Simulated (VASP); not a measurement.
Write the native input for VASP 6.6.1 that does the following.

```yaml
Task: single point
Functional: PBEsol
Potentials_or_basis: VASP PAW PBE potentials, release 64 (Si, B)
Cutoff: 520 eV
k_mesh: 2 × 2 × 2
Occupations: fermi-dirac, width 0.05 eV
Spin: collinear spin, zero start
Starting_moments: "[0.0, 0.0, 0.0, 0.0, 0.0, 0.0, 0.0, 0.0, 0.0, 0.0, 0.0, 0.0, 0.0, 0.0, 0.0, 0.0, 0.0] μB"
Dipole_correction: no
Further_INCAR_settings: LREAL = Auto; ALGO = Normal; EDIFF = 1e-06; NBANDS = 52
```

The structure of Si16B (a cell with a defect) lies in POSCAR:

```
Si16B
1.0
    0.0000000000      5.4300000000      5.4300000000
    5.4300000000      0.0000000000      5.4300000000
    5.4300000000      5.4300000000      0.0000000000
Si B
16 1
Direct
   -0.0028132597      0.0099025783     -0.0030232044
    0.1251955801      0.1259279926      0.1249224678
    0.0001521179      0.0007946593      0.4984116022
    0.1245710866      0.1233467772      0.6240996317
   -0.0029450276      0.4976767035     -0.0031610497
    0.1187477901      0.6287229282      0.1185730203
    0.0068535912      0.4984228361      0.5019110497
    0.1270945672      0.6273761510      0.6253013812
    0.4986848987      0.0007819521     -0.0001042357
    0.6243077348      0.1233394107      0.1243762431
    0.5016527624     -0.0007794659      0.5014588398
    0.6265373849      0.1235313076      0.6262813996
    0.5020851750      0.4984297422      0.0066133517
    0.6255162983      0.6273608656      0.1268356354
    0.4997199816      0.4970455801      0.4994632597
    0.6213635359      0.6242252302      0.6211066298
    0.8160432781      0.3742780847      0.8158578269
```

One way to write it, as run:

INCAR

```
SYSTEM = Si16B
  PREC = Accurate
  ENCUT = 520
  EDIFF = 1E-6
  ISMEAR = -1
  SIGMA = 0.05
  LREAL = Auto
  LASPH = .TRUE.
  NELM = 150
  ALGO = Normal
  ISIF = 2
  LWAVE = .FALSE.
  LCHARG = .TRUE.
  ISPIN = 2
  MAGMOM = 0 0 0 0 0 0 0 0 0 0 0 0 0 0 0 0 0
  LORBIT = 11
  GGA = PS
  LELF = .TRUE.
  LVHAR = .TRUE.
  NBANDS = 52
```

KPOINTS

```
regular mesh
0
G
  2 2 2
  0 0 0
```

Potentials or basis: VASP PAW PBE potentials, release 64 (Si, B).

Launch:

```console
$ cat potpaw_PBE.64/Si/POTCAR potpaw_PBE.64/B/POTCAR > POTCAR
$ mpirun -np 1 vasp_std > vasp.out
```

It gave:

* Pressure: 1.2 GPa
* Largest force: 0.055 eV/Å
* Net moment: 0.00 μB per cell
* Valence electrons inside the program's atomic spheres: Si 1.68, 1.70, 1.67, 1.69 (each value once); B 1.67

Caveat: the k points lie up to 0.50 Å⁻¹ apart; the PAW data sets were made with another functional, which shifts forces and pressure a little.

Wall time 4.2 min on 1 thread of Intel(R) Xeon(R) 6975P-C (Granite Rapids) (shared host), peak memory 0.71 GiB.
